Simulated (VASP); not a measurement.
Write the native input for VASP 6.6.1 that does the following.

| Property | Result |
| --- | --- |
| Task | relaxation of cell and atoms |
| Functional | PBE |
| Potentials or basis | VASP PAW PBE potentials, release 64 (Al, H) |
| Cutoff | 600 eV |
| k mesh | 6 × 6 × 4 |
| Occupations | gaussian, width 0.1 eV |
| Spin | no spin polarisation |
| Dipole correction | no |
| Further INCAR settings | ALGO = Normal; EDIFF = 1e-06; IBRION = 2; EDIFFG = -0.04; NSW = 90; ISIF = 3 |

The structure of Al5H lies in POSCAR:

```
Al5H
1.0
    5.0441601800      0.0000000000      0.0000000000
   -2.5220800900      4.3683708500      0.0000000000
    0.0000000000      0.0000000000      4.0269099200
Al H
5 1
Direct
    0.0000000000      0.5000000000      0.5000000000
    0.3333333300      0.6666666700      0.0000000000
    0.6666666700      0.3333333300      0.0000000000
    0.5000000000      0.0000000000      0.5000000000
    0.5000000000      0.5000000000      0.5000000000
    0.0000000000      0.0000000000      0.0000000000
```

These files were run (other wordings do the same):

INCAR

```
SYSTEM = Al5H
PREC = Accurate ; ENCUT = 600
EDIFF = 1E-6 ; ISMEAR = 0
SIGMA = 0.1 ; LREAL = .FALSE.
LASPH = .TRUE. ; NELM = 100
ALGO = Normal ; ISIF = 3
LWAVE = .FALSE. ; LCHARG = .FALSE.
GGA = PE ; IBRION = 2
NSW = 90 ; EDIFFG = -0.04
```

KPOINTS

```
Automatic mesh
0
G
  6 6 4
  0 0 0
```

Potentials or basis: VASP PAW PBE potentials, release 64 (Al, H).

Launch:

```sh
$ cat potpaw_PBE.64/Al/POTCAR potpaw_PBE.64/H/POTCAR > POTCAR
$ mpirun -np 1 vasp_std > vasp.out
```

Results of the run:

```
Relaxed volume                         : 18.41 Å³/atom
Relaxed cell                           : a = 5.258 Å, b = 5.258 Å, c = 4.612 Å, α = 90.00°, β = 90.00°, γ = 120.00°
Space group after relaxing (to 0.05 Å) : P6/mmm (No. 191)
Energy gained by relaxing              : 255.5 meV/atom
Ionic steps                            : 7
Pressure after relaxing                : 0.1 GPa
Band gap on the k mesh                 : zero (band 8 reaches 5.31 eV, above the bottom of band 9 at 4.11 eV)
```

Caveat: the k points lie up to 0.34 Å⁻¹ apart in the final cell; the volume moved by over 15 % at a fixed basis, so the end points are rough.

Wall time 48 s on 1 thread of Intel(R) Xeon(R) 6975P-C (Granite Rapids) (shared host), peak memory 0.22 GiB.
